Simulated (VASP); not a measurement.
Here is a VASP 6.6.1 calculation.

Contents of INCAR:

```
SYSTEM = BAs
ALGO = Normal
EDIFF = 1E-6
ENCUT = 500
GGA = PE
GGA_COMPAT = .FALSE.
ISIF = 2
ISMEAR = 0
LASPH = .TRUE.
LCHARG = .FALSE.
LREAL = .FALSE.
LWAVE = .FALSE.
NBANDS = 11
NELM = 120
PREC = Accurate
SIGMA = 0.02
```

KPOINTS

```
k-points
0
G
  8 8 8
  0 0 0
```

Contents of POSCAR:

```
BAs
1.0
    0.0000000000      2.4045577721      2.4045577721
    2.4045577721      0.0000000000      2.4045577721
    2.4045577721      2.4045577721      0.0000000000
B As
1 1
Direct
    0.0000000000      0.0000000000      0.0000000000
    0.2500000000      0.2500000000      0.2500000000
```

Potentials or basis: VASP PAW PBE potentials, release 64 (B, As).

The run is started by

```console
$ cat potpaw_PBE.64/B/POTCAR potpaw_PBE.64/As/POTCAR > POTCAR
$ mpirun -np 1 vasp_std > vasp.out
```

**Question.** Predict the pressure.

**Answer.** 0.6 GPa.

**Question.** What does it give for the band gap on the k mesh?

**Answer.** 1.21 eV, indirect (least direct gap 3.25 eV).

A k mesh can miss the band edges. As with any semilocal functional, this PBE gap is likely too small.
